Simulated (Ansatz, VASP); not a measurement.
## Ru in VASP and in Ansatz

```xyz
3
Lattice="2.7029 0.0000 0.0000 -1.3514 2.3408 0.0000 0.0000 0.0000 20.2644" Properties=species:S:1:pos:R:3 pbc="T T T"
Ru    0.0000    0.0000    8.0785
Ru    0.0000    1.5605   10.1322
Ru    0.0000    0.0000   12.1859
```

Alike in both runs: task single point; functional r2SCAN; k mesh 15 × 15 × 1; occupations fermi-dirac, width 0.05 eV; no spin polarisation.

```csv
,VASP,Ansatz
version,VASP 6.6.1,Ansatz 0.2.0
potentials or method,"VASP PAW PBE potentials, release 64 (Ru_pv)","PAW with Ansatz's default frozen-core files, scalar-relativistic"
plane-wave cutoff (eV),520,500
valence electrons in the cell,42,48
```

Ansatz gave:

- rms of the force components (eV/Å): 0.000

Problem. What did VASP give for the same quantities?

Solution. rms of the force components (eV/Å): 0.045.

VASP's potentials were made for PBE, not for r2SCAN. Atom by atom the forces differ by 0.046 eV/Å (rms over components). With one functional, cell and mesh, what is left measures potentials, basis and numerics. VASP's potentials hold 42 valence electrons a cell and Ansatz's 48, so a difference there can come from the potentials and not from the codes. Ansatz's warnings: xc potential rough in thin density.
